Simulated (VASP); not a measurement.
Runs of VASP 6.6.1 on TiRh3. The structure is that of space group Pm-3m (No. 221), or close to it. The cells are those of the table. 

| task | cell | gap on the mesh (eV) | pressure (GPa) |
| --- | --- | --- | --- |
| electric field gradients | a = 3.897 Å, 4 atoms | none | (a) |
| electric field gradients | a = 3.835 Å, 4 atoms | none | -11.8 |
| single point | a = 3.872 Å, 4 atoms | none | -17.7 |
| electric field gradients | a = 3.809 Å, 4 atoms | none | (b) |
| single point | a = 3.822, b = 3.822, c = 3.746 Å, 4 atoms | none | -4.6 |

Alike in all rows: level LDA; potentials or basis VASP PAW LDA potentials, release 64 (Ti_sv, Rh_pv); no spin polarisation; k mesh 10 × 10 × 10; cutoff (eV) 520; smearing fermi-dirac 0.03 eV.

Task: Estimate the missing entries.

Result: (a) -21.2; (b) -7.2.

Caveats: the cell stands under tension.

A k mesh can miss the band edges, and the runs leave out spin-orbit coupling on Rh.

A gap of «none» marks levels without a gap at the run's occupations.
